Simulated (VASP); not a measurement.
Wanted: the native input for a VASP 6.6.1 run.

```yaml
Task: single point
Functional: r2SCAN
Potentials_or_basis: VASP PAW PBE potentials, release 64 (Te, Ti_sv)
Cutoff: 520 eV
k_mesh: 8 × 8 × 4
Occupations: fermi-dirac, width 0.05 eV
Spin: no spin polarisation
Dipole_correction: no
Further_INCAR_settings: ALGO = Normal; EDIFF = 1e-06; NBANDS = 19
```

TiTe2:

```
CELL_PARAMETERS angstrom
3.72595 0.00000 0.00000
-1.86298 3.22677 0.00000
0.00000 0.00000 6.41018
ATOMIC_POSITIONS crystal
Te 0.33333 0.66667 0.73720
Te 0.66667 0.33333 0.26280
Ti 0.00000 0.00000 0.00000
```

These files were run (other wordings do the same):

POSCAR

```
TiTe2
1.0
    3.7259532019      0.0000000000      0.0000000000
   -1.8629766009      3.2267701262      0.0000000000
    0.0000000000      0.0000000000      6.4101784236
Te Ti
2 1
Direct
    0.3333333333      0.6666666667      0.7372000000
    0.6666666667      0.3333333333      0.2628000000
    0.0000000000      0.0000000000      0.0000000000
```

INCAR.step1

```
SYSTEM = TiTe2
PREC = Accurate
ENCUT = 520
ISMEAR = -1
SIGMA = 0.05
LREAL = .FALSE.
LASPH = .TRUE.
NELM = 100
NBANDS = 19
GGA = PE
ALGO = Normal
EDIFF = 1E-4
LWAVE = .TRUE.
LCHARG = .FALSE.
```

INCAR.step2

```
SYSTEM = TiTe2
PREC = Accurate
ENCUT = 520
EDIFF = 1E-6
ISMEAR = -1
SIGMA = 0.05
LREAL = .FALSE.
LASPH = .TRUE.
NELM = 100
ALGO = Normal
ISIF = 2
LWAVE = .FALSE.
LCHARG = .FALSE.
METAGGA = R2SCAN
LMIXTAU = .TRUE.
NBANDS = 19
ISTART = 1
```

KPOINTS

```
regular mesh
0
G
  8 8 4
  0 0 0
```

Potentials or basis: VASP PAW PBE potentials, release 64 (Te, Ti_sv).

Command:

```console
$ cat potpaw_PBE.64/Te/POTCAR potpaw_PBE.64/Ti_sv/POTCAR > POTCAR
$ cp INCAR.step1 INCAR
$ mpirun -np 1 vasp_std > vasp.out
$ cp INCAR.step2 INCAR
$ mpirun -np 1 vasp_std > vasp.out
```

Results of the run:

- Pressure: 4.1 GPa
- Largest force: 0.175 eV/Å
- Band gap on the k mesh: zero (band 12 reaches 7.76 eV, above the bottom of band 13 at 7.04 eV)

Caveat: the PAW data sets were made with another functional, which shifts forces and pressure a little; spin-orbit coupling is left out, which moves the levels of the heavy elements.

Wall time 4.8 min on 1 thread of Intel Xeon 8259CL (shared host), peak memory 0.22 GiB.
